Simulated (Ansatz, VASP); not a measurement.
One calculation of LiF, two programs

Contents of INCAR:

```
SYSTEM = LiF
PREC = Accurate
ENCUT = 520
EDIFF = 1E-7
ISMEAR = 0
SIGMA = 0.05
LREAL = .False.
LASPH = .True.
NELM = 80
ALGO = Normal
ISIF = 2
LWAVE = .False.
LCHARG = .True.
GGA = PE
LELF = .True.
LVHAR = .True.
NBANDS = 12
```

File KPOINTS:

```
Automatic mesh
0
Gamma
  10 10 10
  0 0 0
```

POSCAR

```
LiF
1.0
    2.5595330000      0.0000000000      0.0000000000
    0.0000000000      2.5595330000      0.0000000000
    0.0000000000      0.0000000000      2.3547703600
Li F
1 1
Direct
    0.0000000000      0.0000000000      0.0000000000
    0.5000000000      0.5000000000      0.5000000000
```

Input for Ansatz:

```yaml
crystal:
  lattice:
    - [2.559533, 0.0, 0.0]
    - [0.0, 2.559533, 0.0]
    - [0.0, 0.0, 2.35477036]
  atoms:
    - { symbol: Li, position: [0.0, 0.0, 0.0] }
    - { symbol: F, position: [0.5, 0.5, 0.5] }
basis:
  ecutwfc: 420
kpoints:
  mp_grid: { grid: [10, 10, 10] }
hamiltonian:
  xc: pbe
scf:
  occupations: { method: gaussian, width: 0.05 }
output:
  forces: true
  stress: true
  eigenvalues: true
```

Change from the starting cell: strain +0.000 along x and y, -0.080 along z, atoms carried along.

Alike in both runs: task single point; functional PBE; k mesh 10 × 10 × 10; occupations gaussian, width 0.05 eV; no spin polarisation.

|  | VASP | Ansatz |
| --- | --- | --- |
| version | VASP 6.6.1 | Ansatz 0.2.0 |
| potentials or method | VASP PAW PBE potentials, release 64 (Li_sv, F), cutoff 520 eV | scalar-relativistic, plane waves, PAW |
| valence electrons in the cell | 10 | 10 |

VASP gave:

- gap on the k mesh at the Fermi level (eV): 7.66
- least direct gap on the mesh (eV): 8.20

Problem. What did Ansatz give for the same quantities?

Solution. gap on the k mesh at the Fermi level (eV): 7.65; least direct gap on the mesh (eV): 8.19.

With one functional, cell and mesh, what is left measures potentials, basis and numerics.

Noted on VASP's run: the cutoff is short for stress, so the pressure is rough.
